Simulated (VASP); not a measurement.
Wanted: the native input for a VASP 6.6.1 run.

| Item | Value |
| --- | --- |
| Task | relaxation of cell and atoms |
| Functional | LDA |
| Potentials or basis | VASP PAW LDA potentials, release 64 (Cu, Au) |
| Cutoff | 600 eV |
| k mesh | 11 × 11 × 9 |
| Occupations | fermi-dirac, width 0.1 eV |
| Spin | no spin polarisation |
| Dipole correction | no |
| Further INCAR settings | ALGO = Normal; EDIFF = 1e-06; IBRION = 2; EDIFFG = -0.01; NSW = 80; ISIF = 3 |

The structure of CuAu lies in POSCAR:

```
CuAu
1.0
    2.8107494600      0.0000000000      0.0000000000
    0.0000000000      2.8107494600      0.0000000000
    0.0000000000      0.0000000000      3.6850000000
Cu Au
1 1
Direct
    0.5000000000      0.5000000000      0.5000000000
    0.0000000000      0.0000000000      0.0000000000
```

The input as run:

INCAR

```
ALGO = Normal ; EDIFF = 1E-6
EDIFFG = -0.01 ; ENCUT = 600
IBRION = 2 ; ISIF = 3
ISMEAR = -1 ; LASPH = T
LCHARG = F ; LREAL = F
LWAVE = F ; NELM = 80
NSW = 80 ; PREC = Accurate
SIGMA = 0.1
```

KPOINTS

```
k-points
0
Gamma
  11 11 9
```

Potentials or basis: VASP PAW LDA potentials, release 64 (Cu, Au).

Launch:

```console
$ cat potpaw_LDA.64/Cu/POTCAR potpaw_LDA.64/Au/POTCAR > POTCAR
$ mpirun -np 1 vasp_std > vasp.out
```

Results of the run:

- Relaxed volume: 13.81 Å³/atom
- Relaxed cell: a = 2.776 Å, b = 2.776 Å, c = 3.586 Å, α = 90.00°, β = 90.00°, γ = 90.00°
- Space group after relaxing (to 0.05 Å): P4/mmm (No. 123)
- Energy gained by relaxing: 20.3 meV/atom
- Ionic steps: 10
- Pressure after relaxing: 0.0 GPa
- Band gap on the k mesh: zero (band 11 reaches 13.38 eV, above the bottom of band 12 at 7.19 eV)

Caveat: spin-orbit coupling is left out, which moves the levels of the heavy elements.

It took 2.1 min on 1 thread of Intel(R) Xeon(R) Platinum 8559C (Emerald Rapids), on a shared host, peak memory 0.21 GiB.
